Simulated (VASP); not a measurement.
A run of VASP 6.6.1:

Contents of POSCAR:

```
SrCl2
1.0
    0.0000000000      3.4649375496      3.4649375496
    3.4649375496      0.0000000000      3.4649375496
    3.4649375496      3.4649375496      0.0000000000
Sr Cl
1 2
Direct
    0.0000000000      0.0000000000      0.0000000000
    0.7500000000      0.7500000000      0.7500000000
    0.2500000000      0.2500000000      0.2500000000
```

INCAR.step1

```
PREC = Accurate
ENCUT = 520
ISMEAR = -1
SIGMA = 0.05
LREAL = False
LASPH = True
NELM = 60
NBANDS = 19
GGA = PE
ALGO = Normal
EDIFF = 1E-4
LWAVE = True
LCHARG = False
```

The input INCAR.step2:

```
PREC = Accurate
ENCUT = 520
EDIFF = 1E-6
ISMEAR = -1
SIGMA = 0.05
LREAL = False
LASPH = True
NELM = 60
ALGO = Normal
ISIF = 2
LWAVE = False
LCHARG = False
METAGGA = R2SCAN
LMIXTAU = True
NBANDS = 19
ISTART = 1
```

Contents of KPOINTS:

```
regular mesh
0
Gamma
  7 7 7
```

Potentials or basis: VASP PAW PBE potentials, release 64 (Sr_sv, Cl).

Launch:

```sh
$ cat potpaw_PBE.64/Sr_sv/POTCAR potpaw_PBE.64/Cl/POTCAR > POTCAR
$ cp INCAR.step1 INCAR
$ mpirun -np 1 vasp_std > vasp.out
$ cp INCAR.step2 INCAR
$ mpirun -np 1 vasp_std > vasp.out
```

Hardware: 1 thread of Intel(R) Xeon(R) Platinum 8488C (Sapphire Rapids) (shared host).

Problem. Estimate the wall time of this run.

Solution. Wall time 2 min on 1 thread of Intel(R) Xeon(R) Platinum 8488C (Sapphire Rapids) (shared host), peak memory 0.22 GiB. Counts: k points 20.
